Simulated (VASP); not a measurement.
A run of VASP 6.6.1 is set up as follows.

File INCAR:

```
PREC = Accurate
ENCUT = 600
EDIFF = 1E-7
ISMEAR = 0
SIGMA = 0.1
LREAL = F
LASPH = T
NELM = 80
ALGO = Normal
ISIF = 3
LWAVE = F
LCHARG = F
GGA = PE
IBRION = 2
NSW = 100
EDIFFG = -0.005
```

File KPOINTS:

```
regular mesh
0
Gamma
  18 18 10
```

File POSCAR:

```
TiAl
1.0
    2.8672622327      0.0000000000      0.0000000000
   -1.4336311163      2.4831219328      0.0000000000
    0.0000000000      0.0000000000      4.6780830000
Ti Al
1 1
Direct
    0.0000000000      0.0000000000      0.0000000000
    0.3333333300      0.6666666700      0.5000000000
```

Potentials or basis: VASP PAW PBE potentials, release 64 (Ti_sv, Al).

Run with:

```bash
$ cat potpaw_PBE.64/Ti_sv/POTCAR potpaw_PBE.64/Al/POTCAR > POTCAR
$ mpirun -np 1 vasp_std > vasp.out
```

Problem. What does it give for the relaxed cell?

Solution. a = 2.880 Å, b = 2.880 Å, c = 4.648 Å, α = 90.00°, β = 90.00°, γ = 120.00°.

Problem. Estimate the band gap on the k mesh.

Solution. Zero (an odd number of electrons rules out a gap without spin polarisation).

The path:
```csv
step,energy change (eV),largest force (eV/Å),pressure (GPa),volume (Å³)
1,0.0000,0.0000,0.14,33.31
2,-0.0010,0.0000,0.00,33.38
3,-0.0011,0.0000,-0.06,33.41
4,-0.0011,0.0000,-0.06,33.41
5,-0.0011,0.0000,0.03,33.38
6,-0.0011,0.0000,0.01,33.39
```
